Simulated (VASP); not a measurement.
SiC, 8 atoms in the cell. It takes space group P6_3mc (No. 186, hexagonal). The conventional cell has a = 3.094 Å, b = 3.094 Å, c = 10.129 Å, α = 90.00°, β = 90.00°, γ = 120.00°. Si (site symmetry 3m) has 4 C at 1.80 to 1.93 Å within 2.4 Å. Within 2.4 Å of Si (site symmetry 3m) lie 4 C at 1.80 to 1.93 Å. Within 2.4 Å of C (site symmetry 3m) lie 4 Si at 1.80 to 1.93 Å. C (site symmetry 3m) has 4 Si at 1.80 to 1.93 Å within 2.4 Å.  This cell differs from its parent crystal: all C atoms moved +0.100 Å, as atom 5 along Cartesian [0 0 1].

```yaml
Program: VASP 6.6.1
Task: single point
Functional: PBE
Potentials_or_basis: VASP PAW PBE potentials, release 64 (Si, C)
Cutoff: 520 eV
k_mesh: 12 × 12 × 4
Occupations: gaussian, width 0.05 eV
Spin: no spin polarisation
Dipole_correction: no
Further_INCAR_settings: ALGO = Normal; EDIFF = 1e-07; NBANDS = 26
```

Potentials or basis: VASP PAW PBE potentials, release 64 (Si, C).

Run with:

```bash
$ cat potpaw_PBE.64/Si/POTCAR potpaw_PBE.64/C/POTCAR > POTCAR
$ mpirun -np 1 vasp_std > vasp.out
```

Hardware: 1 thread of Intel(R) Xeon(R) 6975P-C (Granite Rapids) (shared host).

Task: How long does it take, and how much memory?

Result: Run time: 56 s on 1 thread of Intel(R) Xeon(R) 6975P-C (Granite Rapids), on a shared host, peak memory 0.25 GiB. Counts: scf iterations 15, k points 57.
